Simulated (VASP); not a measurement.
Crystal: TaAlCl6.

```
CELL_PARAMETERS angstrom
4.24217 2.44922 2.78311
-4.24217 2.44922 2.78311
0.00000 -4.89844 2.78311
ATOMIC_POSITIONS crystal
Ta 0.50000 0.50000 0.50000
Al 0.00000 0.00000 0.00000
Cl 0.26500 0.26500 0.92600
Cl 0.92600 0.26500 0.26500
Cl 0.26500 0.92600 0.26500
Cl 0.07400 0.73500 0.73500
Cl 0.73500 0.73500 0.07400
Cl 0.73500 0.07400 0.73500
```

```yaml
Program: VASP 6.6.1
Task: relaxation of cell and atoms
Functional: PBE
Potentials_or_basis: VASP PAW PBE potentials, release 64 (Ta_pv, Al, Cl)
Cutoff: 500 eV
k_mesh: 3 × 3 × 3
Occupations: gaussian, width 0.1 eV
Spin: collinear spin
Starting_moments: "[2.06, 0.0, 0.0, 0.0, 0.0, 0.0, 0.0, 0.0] μB"
```

At the start: pressure 9.1 GPa; volume 21.69 Å³/atom.

Question: How do energy, volume and symmetry change on relaxing?

Answer: Over 8 steps the energy falls by 343.9 meV/atom and the volume is 20.86 Å³/atom (-3.8 %); space group R-3m (No. 166, to 0.1 Å) before and after; moment 2.00 μB per cell.

The path:
```tsv
step	energy change (eV)	largest force (eV/Å)	pressure (GPa)	volume (Å³)
1	0.0000	4.2984	9.05	173.50
2	-1.5735	0.5009	-7.63	206.10
3	-2.0202	0.6928	-4.23	193.65
4	-2.4905	0.5157	-2.81	180.58
5	-2.7216	0.2168	0.32	165.97
6	-2.7215	0.2218	0.17	166.50
7	-2.7425	0.1223	0.04	166.68
8	-2.7512	0.0107	-0.10	166.88
```

Final structure:
```
CELL_PARAMETERS angstrom
4.18398 2.41562 2.75186
-4.18398 2.41562 2.75186
0.00000 -4.83124 2.75186
ATOMIC_POSITIONS crystal
Ta 0.50000 0.50000 0.50000
Al 0.00000 0.00000 0.00000
Cl 0.29877 0.29877 0.92725
Cl 0.92725 0.29877 0.29877
Cl 0.29877 0.92725 0.29877
Cl 0.07275 0.70123 0.70123
Cl 0.70123 0.70123 0.07275
Cl 0.70123 0.07275 0.70123
```

Caveat: the k points lie up to 0.38 Å⁻¹ apart in the final cell.
